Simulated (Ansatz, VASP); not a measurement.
# One calculation of Li2RuN2, two programs

INCAR

```
SYSTEM = Li2RuN2
ALGO = Normal ; EDIFF = 1E-6
EDIFFG = -0.01 ; ENCUT = 600
GGA = RP ; IBRION = 2
ISIF = 3 ; ISMEAR = -1
LASPH = .True. ; LCHARG = .False.
LREAL = .False. ; LWAVE = .False.
NELM = 100 ; NSW = 60
PREC = Accurate ; SIGMA = 0.05
```

File KPOINTS:

```
k-points
0
Gamma
  10 10 5
  0 0 0
```

The input POSCAR:

```
Li2RuN2
1.0
    3.1642327038      0.0000000000      0.0000000000
   -1.5821163519      2.7403059050      0.0000000000
    0.0000000000      0.0000000000      5.2114500038
Ru N Li
1 2 2
Direct
    0.0000000000      0.0000000000      0.0000000000
    0.3333333333      0.6666666667      0.2130110000
    0.6666666667      0.3333333333      0.7869890000
    0.3333333333      0.6666666667      0.6398200000
    0.6666666667      0.3333333333      0.3601800000
```

Contents of input.yaml:

```yaml
crystal:
  lattice:
    - [3.1642327038, 0.0, 0.0]
    - [-1.5821163519, 2.740305905, 0.0]
    - [0.0, 0.0, 5.2114500038]
  atoms:
    - { symbol: Ru, position: [0.0, 0.0, 0.0] }
    - { symbol: "N", position: [0.3333333333, 0.6666666667, 0.213011] }
    - { symbol: "N", position: [0.6666666667, 0.3333333333, 0.786989] }
    - { symbol: Li, position: [0.3333333333, 0.6666666667, 0.63982] }
    - { symbol: Li, position: [0.6666666667, 0.3333333333, 0.36018] }
hamiltonian:
  xc: rpbe
  pseudopotentials: { kind: paw }
kpoints:
  mp_grid: { grid: [10, 10, 5] }
scf:
  occupations: { method: fermi_dirac, width: 0.05 }
output:
  forces: true
  stress: true
  eigenvalues: true
relax:
  f_tol: 0.01
  max_steps: 40
  cell: { stress_tol: 0.05 }
```

Alike in both runs: task relaxation of cell and atoms; functional RPBE; k mesh 10 × 10 × 5; occupations fermi-dirac, width 0.05 eV; no spin polarisation.

|  | VASP | Ansatz |
| --- | --- | --- |
| version | VASP 6.6.1 | Ansatz 0.2.0 |
| potentials or method | VASP PAW PBE potentials, release 64 (Ru_pv, N, Li_sv) | Ansatz PAW |
| plane-wave cutoff (eV) | 600 | 420 |
| valence electrons in the cell | 30 | 32 |

|  | VASP | Ansatz | Ansatz less VASP |
| --- | --- | --- | --- |
| gap on the k mesh at the Fermi level, each at its own relaxed structure (eV) | none | none | - |
| relaxed volume (Å³/atom) | 9.19 | 9.22 | +0.023 |
| relaxed cell length with the largest relative difference (Å) | 5.277 | 5.299 | +0.0226 |

VASP's potentials were made for PBE, not for RPBE. A gap of «none» marks a metal or a gap that the smearing closes. VASP's potentials hold 30 valence electrons a cell and Ansatz's 32, so a difference there can come from the potentials and not from the codes.

Noted on VASP's run: the cutoff is short for stress, so the pressure is rough. Noted on Ansatz's run: the plane-wave basis is chosen anew once the cell has moved, so the energies of steps on either side of that aren't comparable.
